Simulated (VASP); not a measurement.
Set up this calculation in VASP 6.6.1, as the native input.

| Quantity | Value |
| --- | --- |
| Task | single point |
| Functional | PBE |
| Potentials or basis | VASP PAW PBE potentials, release 64 (Ti_sv) |
| Cutoff | 520 eV |
| k mesh | 12 × 12 × 14 |
| Occupations | gaussian, width 0.15 eV |
| Spin | no spin polarisation |
| Dipole correction | no |
| Further INCAR settings | ALGO = Fast; EDIFF = 1e-06; NBANDS = 25 |

The structure of Ti lies in POSCAR:

```
Ti
1.0
    4.6249000000      0.0000000000      0.0000000000
   -2.3124500000      4.0052808900      0.0000000000
    0.0000000000      0.0000000000      2.9450000000
Ti
3
Direct
    0.0000000000      0.0000000000      0.0000000000
    0.3333333333      0.6666666667      0.5000000000
    0.6666666667      0.3333333333      0.5000000000
```

This isn't the form of Ti at room conditions, which is hcp.

One way to write it, as run:

INCAR

```
SYSTEM = Ti
ALGO = Fast
EDIFF = 1E-6
ENCUT = 520
GGA = PE
ISIF = 2
ISMEAR = 0
LASPH = .TRUE.
LCHARG = .FALSE.
LREAL = .FALSE.
LWAVE = .FALSE.
NBANDS = 25
NELM = 100
PREC = Accurate
SIGMA = 0.15
```

KPOINTS

```
k-points
0
G
  12 12 14
  0 0 0
```

Potentials or basis: VASP PAW PBE potentials, release 64 (Ti_sv).

Run with:

```console
$ cat potpaw_PBE.64/Ti_sv/POTCAR > POTCAR
$ mpirun -np 1 vasp_std > vasp.out
```

Results of the run:

```yaml
Pressure: -6.2 GPa
Band_gap_on_the_k_mesh: zero (bands 18 and 19 overlap by 0.34 eV)
```

Caveat: the cell stands under tension.

It took 13 min on 1 thread of AMD EPYC 7R43 64-Core Processor (Zen 3) (shared host), peak memory 0.25 GiB.
